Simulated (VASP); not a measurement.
Wanted: the native input for a VASP 6.6.1 run.

| Property | Result |
| --- | --- |
| Task | single point |
| Functional | PBE-based screened hybrid with 25 % exact exchange |
| Potentials or basis | VASP PAW PBE potentials, release 64 (Te) |
| Cutoff | 520 eV |
| k mesh | 4 × 4 × 3 |
| Occupations | fermi-dirac, width 0.05 eV |
| Spin | no spin polarisation |
| Dipole correction | no |
| Grid for exact exchange (PRECFOCK) | Normal |
| Share of exact exchange | 0.25 |
| Further INCAR settings | ALGO = Normal; EDIFF = 1e-06; NBANDS = 16 |
| Screening parameter | 0.20787 1/Å |

The system is Te.

```
Te
1.0
     4.45400    0.00000    0.00000
    -2.22700    3.85728    0.00000
     0.00000    0.00000    5.92400
Te
3
Direct
  0.73100 0.73100 0.00000
  0.00000 0.26900 0.66667
  0.26900 0.00000 0.33333
```

These files were run (other wordings do the same):

POSCAR

```
Te
1.0
    4.4540000000      0.0000000000      0.0000000000
   -2.2270000000      3.8572771485      0.0000000000
    0.0000000000      0.0000000000      5.9240000000
Te
3
Direct
    0.7310000000      0.7310000000      0.0000000000
    0.0000000000      0.2690000000      0.6666666667
    0.2690000000      0.0000000000      0.3333333333
```

INCAR.step1

```
PREC = Accurate ; ENCUT = 520
EDIFF = 1E-5 ; ISMEAR = -1
SIGMA = 0.05 ; LREAL = F
LASPH = T ; NELM = 100
ALGO = Normal ; ISIF = 2
LWAVE = T ; LCHARG = F
NBANDS = 16 ; GGA = PE
```

INCAR.step2

```
PREC = Accurate ; ENCUT = 520
EDIFF = 1E-6 ; ISMEAR = -1
SIGMA = 0.05 ; LREAL = F
LASPH = T ; NELM = 100
ALGO = Normal ; ISIF = 2
LWAVE = F ; LCHARG = F
GGA = PE ; LHFCALC = T
AEXX = 0.25 ; HFSCREEN = 0.2078699
PRECFOCK = Normal ; NBANDS = 16
ISTART = 1
```

KPOINTS

```
regular mesh
0
Gamma
  4 4 3
```

Potentials or basis: VASP PAW PBE potentials, release 64 (Te).

Launch:

```bash
$ cat potpaw_PBE.64/Te/POTCAR > POTCAR
$ cp INCAR.step1 INCAR
$ mpirun -np 1 vasp_std > vasp.out
$ cp INCAR.step2 INCAR
$ mpirun -np 1 vasp_std > vasp.out
```

Results of the run:

The pressure is -0.7 GPa, the largest force is 0.325 eV/Å and the band gap on the k mesh is 1.26 eV (least direct gap 1.47 eV).

Caveat: the PAW data sets were made with another functional, which shifts forces and pressure a little; spin-orbit coupling is left out, which moves the levels of the heavy elements; an odd mesh through Γ misses points on the zone boundary, where band edges can lie.

Run time: 13 min on 1 thread of AMD EPYC 7R43 64-Core Processor (Zen 3) (shared host), peak memory 0.31 GiB.
